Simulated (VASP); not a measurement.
# HgSb (F-43m) in VASP: notebook

HgSb is run at these levels: PBEsol; tasks: single point.

Everything below comes from runs of VASP 6.6.1. Logs are shortened: lines on timing, memory, paths and dates and some standing lists are left out, and cuts for length are marked.

## 1. The cell of the first run

Symmetry: F-43m, No. 216, cubic system. The conventional cell has a = 6.316 Å, b = 6.316 Å, c = 6.316 Å, α = 90.00°, β = 90.00°, γ = 90.00°. Hg (site symmetry -43m) has 4 Sb at 2.74 Å within 3.6 Å. Within 3.6 Å of Sb (site symmetry -43m) lie 4 Hg at 2.74 Å.

## 2. Single point, PBEsol (31.50 Å³/atom)

INCAR

```
SYSTEM = HgSb
PREC     = Accurate       ! precision mode
ENCUT    = 520            ! plane-wave cutoff, eV
EDIFF    = 1E-6           ! SCF threshold, eV
ISMEAR   = 0              ! smearing method
SIGMA    = 0.05           ! smearing width, eV
LREAL    = .FALSE.        ! projectors in reciprocal space
LASPH    = .TRUE.         ! aspherical terms in the spheres
NELM     = 100            ! most SCF steps
ALGO     = Normal         ! electronic algorithm
ISIF     = 2              ! what is computed and relaxed
LWAVE    = .FALSE.        ! write WAVECAR
LCHARG   = .FALSE.        ! write CHGCAR
GGA      = PS             ! functional
NBANDS   = 16             ! bands
```

KPOINTS

```
Automatic mesh
0
G
  10 10 10
  0 0 0
```

POSCAR

```
HgSb
1.0
    0.0000000000      3.1582425054      3.1582425054
    3.1582425054      0.0000000000      3.1582425054
    3.1582425054      3.1582425054      0.0000000000
Hg Sb
1 1
Direct
    0.0000000000      0.0000000000      0.0000000000
    0.2500000000      0.2500000000      0.2500000000
```

Potentials or basis: VASP PAW PBE potentials, release 64 (Hg, Sb).

Run with:

```sh
$ cat potpaw_PBE.64/Hg/POTCAR potpaw_PBE.64/Sb/POTCAR > POTCAR
$ mpirun -np 1 vasp_std > vasp.out
```

OUTCAR:

```text
SYSTEM = HgSb
   PREC = Accurate
   ENCUT = 520
   EDIFF = 1E-6
   ISMEAR = 0
   LREAL = .FALSE.
   LASPH = .TRUE.
   NELM = 100
   ISIF = 2
   GGA = PS

 ion  position               nearest neighbor table
   1  0.000  0.000  0.000-   2 2.74   2 2.74   2 2.74   2 2.74
   2  0.250  0.250  0.250-   1 2.74   1 2.74   1 2.74   1 2.74

  LATTYP: Found a face centered cubic cell.
 ALAT       =     6.3164850108

  Lattice vectors:

 A1 = (   0.0000000000,   3.1582425054,   3.1582425054)
 A2 = (   3.1582425054,   0.0000000000,   3.1582425054)
 A3 = (   3.1582425054,   3.1582425054,   0.0000000000)

Analysis of symmetry for initial positions (statically):
=====================================================================
 Subroutine PRICEL returns:
 Original cell was already a primitive cell.

 Routine SETGRP: Setting up the symmetry group for a
 face centered cubic supercell.

 Subroutine GETGRP returns: Found 24 space group operations
 (whereof 24 operations were pure point group operations)
 out of a pool of 48 trial point group operations.

The static configuration has the point symmetry T_d .

Analysis of symmetry for dynamics (positions and initial velocities):
=====================================================================
 Subroutine PRICEL returns:
 Original cell was already a primitive cell.

 Routine SETGRP: Setting up the symmetry group for a
 face centered cubic supercell.

 Subroutine GETGRP returns: Found 24 space group operations
 (whereof 24 operations were pure point group operations)
 out of a pool of 48 trial point group operations.

The dynamic configuration has the point symmetry T_d .

 Subroutine INISYM returns: Found 24 space group operations
 (whereof 24 operations are pure point group operations),
 and found     1 'primitive' translations

----------------------------------------------------------------------------------------

                                     Primitive cell

  volume of cell :      63.0038

  direct lattice vectors                    reciprocal lattice vectors
     0.000000000  3.158242505  3.158242505    -0.158315899  0.158315899  0.158315899
     3.158242505  0.000000000  3.158242505     0.158315899 -0.158315899  0.158315899
     3.158242505  3.158242505  0.000000000     0.158315899  0.158315899 -0.158315899

  length of vectors
     4.466429384  4.466429384  4.466429384     0.274211180  0.274211180  0.274211180

  position of ions in fractional coordinates (direct lattice)
     0.000000000  0.000000000  0.000000000
     0.250000000  0.250000000  0.250000000

  ion indices of the primitive-cell ions
   primitive index   ion index
                 1           1
                 2           2

----------------------------------------------------------------------------------------

 KPOINTS: Automatic mesh

Automatic generation of k-mesh.
 Grid dimensions read from file:
 generate k-points for:   10   10   10

 Generating k-lattice:

  Cartesian coordinates                     Fractional coordinates (reciprocal lattice)
    -0.015831590  0.015831590  0.015831590     0.100000000  0.000000000  0.000000000
     0.015831590 -0.015831590  0.015831590     0.000000000  0.100000000  0.000000000
     0.015831590  0.015831590 -0.015831590     0.000000000  0.000000000  0.100000000

  Length of vectors
     0.027421118  0.027421118  0.027421118

  Shift w.r.t. Gamma in fractional coordinates (k-lattice)
     0.000000000  0.000000000  0.000000000

 Subroutine IBZKPT returns following result:
 ===========================================

 Found     47 irreducible k-points:

 Following reciprocal coordinates:
            Coordinates               Weight
  0.000000  0.000000  0.000000      1.000000
  0.100000  0.000000  0.000000      8.000000
  0.200000  0.000000  0.000000      8.000000
  0.300000  0.000000  0.000000      8.000000
  0.400000  0.000000  0.000000      8.000000
  0.500000  0.000000  0.000000      4.000000
[... 16 lines left out ...]
  0.300000  0.300000  0.000000      6.000000
  0.400000  0.300000  0.000000     24.000000
 [... further k-points ...]
   k-points           NKPTS =     47   k-points in BZ     NKDIM =     47   number of bands    NBANDS=     16
   number of dos      NEDOS =    301   number of ions     NIONS =      2
   total plane-waves  NPLWV =  46656
   dimension x,y,z NGX =    36 NGY =   36 NGZ =   36
   dimension x,y,z NGXF=    72 NGYF=   72 NGZF=   72
   ions per type =               1   1
   NGX,Y,Z   is equivalent  to a cutoff of  13.40, 13.40, 13.40 a.u.
   NGXF,Y,Z  is equivalent  to a cutoff of  26.80, 26.80, 26.80 a.u.
 SYSTEM =  HgSb
   PREC   = accura    normal or accurate (medium, high low for compatibility)
   ISTART =      0    job   : 0-new  1-cont  2-samecut
   ICHARG =      2    charge: 1-file 2-atom 10-const
   ISPIN  =      1    spin polarized calculation?
   LNONCOLLINEAR =      F non collinear calculations
   LSORBIT =      F    spin-orbit coupling
   LASPH  =      T    aspherical Exc in radial PAW
   ENCUT  =  520.0 eV  38.22 Ry    6.18 a.u.   8.30  8.30  8.30*2*pi/ulx,y,z
   NELM   =    100;   NELMIN=  2; NELMDL= -5     # of ELM steps
   EDIFF  = 0.1E-05   stopping-criterion for ELM
   LREAL  =      F    real-space projection
   EDIFFG = 0.1E-04   stopping-criterion for IOM
   NSW    =      0    number of steps for IOM
   IBRION =     -1    ionic relax: 0-MD 1-quasi-New 2-CG
   NFREE  =      0    steps in history (QN), initial steepest desc. (CG)
   ISIF   =      2    stress and relaxation
   ISYM   =      2    0-nonsym 1-usesym 2-fastsym
   POTIM  = 0.5000    time-step for ionic-motion
   TEBEG  =    0.0;   TEEND  =   0.0 temperature during run
   PSTRESS=    0.0 pullay stress
   NELECT =      17.0000    total number of electrons
   NUPDOWN=      -1.0000    fix difference up-down
   EMIN   =  10.00;   EMAX   =-10.00  energy-range for DOS
   EFERMI =   0.00;   METHOD = LEGACY
   ISMEAR =     0;   SIGMA  =   0.05  broadening in eV -4-tet -1-fermi 0-gaus
   EFERMI_NEDOS =   21; number of points for ismear=-14 and -15
   IALGO  =     38    algorithm
   IMIX   =      4    mixing-type and parameters
     AMIX     =   0.40;   BMIX     =  1.00
     AMIX_MAG =   1.60;   BMIX_MAG =  1.00
  volume/ion in A,a.u.               =      31.50       212.59
  Fermi-wavevector in a.u.,A,eV,Ry     =   1.057878  1.999100 15.226365  1.119106
  Thomas-Fermi vector in A             =   2.193167
   LORBIT       =      0    0 simple, 1 ext, 2 COOP (PROOUT), +10 PAW based schemes
   GGA     = PS    functional components
   LHFCALC =     F    Hartree Fock is set to
   AEXX    =    0.0000 exact exchange contribution
   IVDW    =     0    specifies the selected vdW correction
   LEPSILON=     F    determine dielectric tensor
   LRPA    =     F    only Hartree local field effects (RPA)
 non-spin polarized calculation
 Gauss-broadening in eV      SIGMA  =   0.05
  energy-cutoff  :      520.00
  volume of cell :       63.00
 maximum number of plane-waves:      1719
 NGX is ok and might be reduce to    36
   NGX = 17   NGY = 17   NGZ = 17

 number of electron      17.0000000 magnetization

 Free energy of the ion-electron system (eV)
  ---------------------------------------------------
  ext. energy  EPLUGINS =         0.00000000
  ---------------------------------------------------
  free energy    TOTEN  =        -4.63973180 eV

  energy without entropy =       -4.63720216  energy(sigma->0) =       -4.63846698

 E-fermi :   3.0988     XC(G=0):  -9.2973

 val. band max:        3.0896352273   @ k =   0.1000   0.0000   0.0000
 cond. band min:       3.1023939144   @ k =   0.5000   0.2000   0.1000
 fundamental gap:      0.0127586871
 Fermi energy:         3.0988048985

 k-point     1 :       0.0000    0.0000    0.0000
  band No.  band energies     occupation
      1      -7.5297      2.00000
      2      -4.2497      2.00000
      3      -4.2497      2.00000
      4      -4.2497      2.00000
      5      -3.7375      2.00000
      6      -3.7375      2.00000
[... 8 lines left out ...]
     15      13.2678      0.00000
     16      13.2678      0.00000

 k-point     2 :       0.1000    0.0000    0.0000
  band No.  band energies     occupation
      1      -7.4568      2.00000
      2      -4.2351      2.00000
      3      -4.2351      2.00000
      4      -4.2330      2.00000
      5      -3.7398      2.00000
      6      -3.7398      2.00000
[... 8 lines left out ...]
     15      12.5505      0.00000
     16      12.5505      0.00000

 k-point     3 :       0.2000    0.0000    0.0000
  band No.  band energies     occupation
      1      -7.2585      2.00000
      2      -4.1989      2.00000
      3      -4.1989      2.00000
      4      -4.1584      2.00000
      5      -3.7424      2.00000
      6      -3.7424      2.00000
[... 8 lines left out ...]
     15      12.1672      0.00000
     16      12.1672      0.00000

 k-point     4 :       0.3000    0.0000    0.0000
  band No.  band energies     occupation
      1      -6.9999      2.00000
      2      -4.1601      2.00000
      3      -4.1601      2.00000
      4      -3.9581      2.00000
      5      -3.7375      2.00000
      6      -3.7375      2.00000
[... 8 lines left out ...]
     15      12.4380      0.00000
     16      12.4380      0.00000

 k-point     5 :       0.4000    0.0000    0.0000
  band No.  band energies     occupation
      1      -6.7835      2.00000
      2      -4.1351      2.00000
      3      -4.1351      2.00000
      4      -3.7250      2.00000
      5      -3.7250      2.00000
      6      -3.5652      2.00000
[... 8 lines left out ...]
     15      13.2649      0.00000
     16      13.2649      0.00000

 k-point     6 :       0.5000    0.0000    0.0000
  band No.  band energies     occupation
      1      -6.7008      2.00000
      2      -4.1274      2.00000
      3      -4.1274      2.00000
      4      -3.7179      2.00000
      5      -3.7179      2.00000
      6      -3.2094      2.00000
[... 8 lines left out ...]
     15      13.9419      0.00000
     16      13.9419      0.00000
[... 267 lines left out ...]
 k-point    21 :      -0.3000    0.2000    0.0000
  band No.  band energies     occupation
      1      -6.7032      2.00000
      2      -4.1074      2.00000
      3      -4.0910      2.00000
      4      -3.7909      2.00000
      5      -3.7579      2.00000
      6      -3.5163      2.00000
[... 8 lines left out ...]
     15      12.9724      0.00000
     16      14.0431      0.00000

 k-point    22 :      -0.2000    0.2000    0.0000
  band No.  band energies     occupation
      1      -6.9091      2.00000
      2      -4.1373      2.00000
      3      -4.1295      2.00000
      4      -3.9505      2.00000
      5      -3.7668      2.00000
      6      -3.6853      2.00000
[... 8 lines left out ...]
     15      13.2324      0.00000
     16      13.5923      0.00000

 k-point    23 :       0.3000    0.3000    0.0000
  band No.  band energies     occupation
      1      -6.8154      2.00000
      2      -4.1328      2.00000
      3      -4.0387      2.00000
      4      -4.0387      2.00000
      5      -3.7014      2.00000
      6      -3.6975      2.00000
[... 8 lines left out ...]
     15      13.9873      0.00000
     16      14.7339      0.00000

 k-point    24 :       0.4000    0.3000    0.0000
  band No.  band energies     occupation
      1      -6.6421      2.00000
      2      -4.0970      2.00000
      3      -3.9949      2.00000
      4      -3.9722      2.00000
      5      -3.6919      2.00000
      6      -3.5259      2.00000
[... 8 lines left out ...]
     15      14.3050      0.00000
     16      15.1306      0.00000

 [... further k-points ...]

------------------------ aborting loop because EDIFF is reached ----------------------------------------

  FORCE on cell =-STRESS in cart. coord.  units (eV):
  Direction    XX          YY          ZZ          XY          YZ          ZX
  --------------------------------------------------------------------------------------
  -------------------------------------------------------------------------------------
  Total        0.8046767      0.8046767      0.8046767      0.0000000     -0.0000000      0.0000000
  in kB       20.4628239     20.4628239     20.4628239      0.0000000     -0.0000000      0.0000000
  external PRESSURE =      20.4628239 kB  Pullay stress =       0.0000000 kB

 VOLUME and BASIS-vectors are now :
 -----------------------------------------------------------------------------
  energy-cutoff  :      520.00
  volume of cell :       63.00
      direct lattice vectors                 reciprocal lattice vectors
     0.000000000  3.158242505  3.158242505    -0.158315899  0.158315899  0.158315899
     3.158242505  0.000000000  3.158242505     0.158315899 -0.158315899  0.158315899
     3.158242505  3.158242505  0.000000000     0.158315899  0.158315899 -0.158315899

 POSITION                                       TOTAL-FORCE (eV/Angst)
 -----------------------------------------------------------------------------------
      0.00000      0.00000      0.00000         0.000000     -0.000000     -0.000000
      1.57912      1.57912      1.57912        -0.000000      0.000000      0.000000
 -----------------------------------------------------------------------------------
    total drift:                               -0.000000     -0.000000     -0.000000

  FREE ENERGIE OF THE ION-ELECTRON SYSTEM (eV)
  ---------------------------------------------------
  free  energy   TOTEN  =        -4.6397318011 eV

  energy  without entropy=       -4.6372021612  energy(sigma->0) =       -4.63846698
```

Wall time 17 s (1 thread of Intel Xeon 6975P-C (Granite Rapids), shared host); peak memory 0.22 GiB.

What came out:

```yaml
Free_energy: -4.6397 eV
Pressure: 2.0 GPa
Band_gap_on_the_k_mesh: zero (an odd number of electrons rules out a gap without spin polarisation)
```

Caveat: the PAW data sets were made with another functional, which shifts forces and pressure a little; spin-orbit coupling is left out, which moves the levels of the heavy elements.

## 3. Single point, PBEsol (32.16 Å³/atom)

This run uses another cell than the first one, of 32.16 Å³/atom.

INCAR

```
PREC     = Accurate       # precision mode
ENCUT    = 520            # plane-wave cutoff, eV
EDIFF    = 1E-7           # SCF threshold, eV
ISMEAR   = 0              # smearing method
SIGMA    = 0.05           # smearing width, eV
LREAL    = F              # projectors in reciprocal space
LASPH    = T              # aspherical terms in the spheres
NELM     = 60             # most SCF steps
ALGO     = Normal         # electronic algorithm
ISIF     = 2              # what is computed and relaxed
LWAVE    = F              # write WAVECAR
LCHARG   = F              # write CHGCAR
GGA      = PS             # functional
NBANDS   = 16             # bands
```

KPOINTS

```
Automatic mesh
0
Gamma
  10 10 10
```

POSCAR

```
HgSb
1.0
    0.0000000000      3.1800241765      3.1800241765
    3.1800241765      0.0000000000      3.1800241765
    3.1800241765      3.1800241765      0.0000000000
Hg Sb
1 1
Direct
    0.0000000000      0.0000000000      0.0000000000
    0.2500000000      0.2500000000      0.2500000000
```

Potentials or basis: VASP PAW PBE potentials, release 64 (Hg, Sb).

Run with:

```sh
$ cat potpaw_PBE.64/Hg/POTCAR potpaw_PBE.64/Sb/POTCAR > POTCAR
$ mpirun -np 1 vasp_std > vasp.out
```

Wall time 23 s (1 thread of Intel Xeon 6975P-C (Granite Rapids), shared host); peak memory 0.23 GiB.

Results (log left out):

```yaml
Free_energy: -4.6526 eV
Pressure: 1.0 GPa
Band_gap_on_the_k_mesh: zero (an odd number of electrons rules out a gap without spin polarisation)
```

Levels at points of the mesh, in eV from the Fermi level:
| k point | band 6 | band 7 | band 8 | band 9 | band 10 | band 11 | band 12 | band 13 |
| --- | --- | --- | --- | --- | --- | --- | --- | --- |
| (0.00, 0.00, 0.00) | -6.77 | 0.93 | 1.70 | 1.70 | 1.70 | 4.74 | 4.74 | 4.74 |
| (0.50, 0.00, 0.00) | -6.26 | -4.93 | 0.37 | 0.37 | 1.78 | 5.67 | 5.67 | 7.21 |
| (0.50, 0.50, 0.00) | -5.88 | -5.06 | -1.24 | -1.24 | 2.66 | 2.99 | 9.84 | 10.22 |

Caveat: the PAW data sets were made with another functional, which shifts forces and pressure a little; spin-orbit coupling is left out, which moves the levels of the heavy elements.

## 4. Single point, PBEsol (32.81 Å³/atom)

This run uses another cell than the first one, of 32.81 Å³/atom.

INCAR

```
  PREC = Accurate
  ENCUT = 520
  EDIFF = 1E-6
  ISMEAR = 0
  SIGMA = 0.05
  LREAL = F
  LASPH = T
  NELM = 60
  ALGO = Normal
  ISIF = 2
  LWAVE = F
  LCHARG = T
  GGA = PS
  LELF = T
  LVHAR = T
  NBANDS = 16
```

KPOINTS is that of step 3.

POSCAR

```
HgSb
1.0
    0.0000000000      3.2015114781      3.2015114781
    3.2015114781      0.0000000000      3.2015114781
    3.2015114781      3.2015114781      0.0000000000
Hg Sb
1 1
Direct
    0.0000000000      0.0000000000      0.0000000000
    0.2500000000      0.2500000000      0.2500000000
```

Run with:

```sh
$ cat potpaw_PBE.64/Hg/POTCAR potpaw_PBE.64/Sb/POTCAR > POTCAR
$ mpirun -np 1 vasp_std > vasp.out
```

Wall time 19 s (1 thread of Intel Xeon 6975P-C (Granite Rapids), shared host); peak memory 0.23 GiB.

Results (log left out):

| Property | Result |
| --- | --- |
| Free energy | -4.6571 eV |
| Pressure | 0.0 GPa |
| Band gap on the k mesh | zero (an odd number of electrons rules out a gap without spin polarisation) |

Levels at points of the mesh, in eV from the Fermi level:
```csv
k point,band 7,band 8,band 9,band 10,band 11,band 12
"(0.00, 0.00, 0.00)",0.80,1.64,1.64,1.64,4.72,4.72
"(0.50, 0.00, 0.00)",-4.85,0.36,0.36,1.72,5.63,5.63
"(0.50, 0.50, 0.00)",-4.99,-1.20,-1.20,2.63,2.98,9.68
```

Caveat: the PAW data sets were made with another functional, which shifts forces and pressure a little; spin-orbit coupling is left out, which moves the levels of the heavy elements.

## 5. Overview

| cell | gap on the mesh (eV) | pressure (GPa) |
| --- | --- | --- |
| a = 4.466 Å, angles 60.0°, 2 atoms | none | 2.0 |
| a = 4.497 Å, angles 60.0°, 2 atoms | none | 1.0 |
| a = 4.528 Å, angles 60.0°, 2 atoms | none | 0.0 |

Alike in all rows: task single point; level PBEsol; potentials or basis VASP PAW PBE potentials, release 64 (Hg, Sb); no spin polarisation; k mesh 10 × 10 × 10; cutoff (eV) 520; smearing gaussian 0.05 eV.

Caveats: the PAW data sets were made with another functional, which shifts forces and pressure a little; spin-orbit coupling is left out, which moves the levels of the heavy elements.

Absolute energies hang on the potentials; compare differences alone.
